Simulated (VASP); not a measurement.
A run of VASP 6.6.1:

File INCAR:

```
SYSTEM = Ir
PREC = Accurate
ENCUT = 520
EDIFF = 1E-6
ISMEAR = 0
SIGMA = 0.15
LREAL = .False.
LASPH = .True.
NELM = 100
ALGO = Normal
ISIF = 2
LWAVE = .False.
LCHARG = .True.
LELF = .True.
LVHAR = .True.
NBANDS = 10
```

The input KPOINTS:

```
regular mesh
0
Gamma
  22 22 22
  0 0 0
```

The input POSCAR:

```
Ir
1.0
    0.0000000000      1.9197000000      1.9197000000
    1.9197000000      0.0000000000      1.9197000000
    1.9197000000      1.9197000000      0.0000000000
Ir
1
Direct
    0.0000000000      0.0000000000      0.0000000000
```

Potentials or basis: VASP PAW LDA potentials, release 64 (Ir).

Run with:

```console
$ cat potpaw_LDA.64/Ir/POTCAR > POTCAR
$ mpirun -np 1 vasp_std > vasp.out
```

Hardware: 1 thread of Intel Xeon 8259CL, with other jobs on the host.

Problem. How long does it take, and how much memory?

Solution. It took 51 s on 1 thread of Intel Xeon 8259CL, with other jobs on the host, peak memory 0.16 GiB. Counts: scf iterations 11, k points 328.
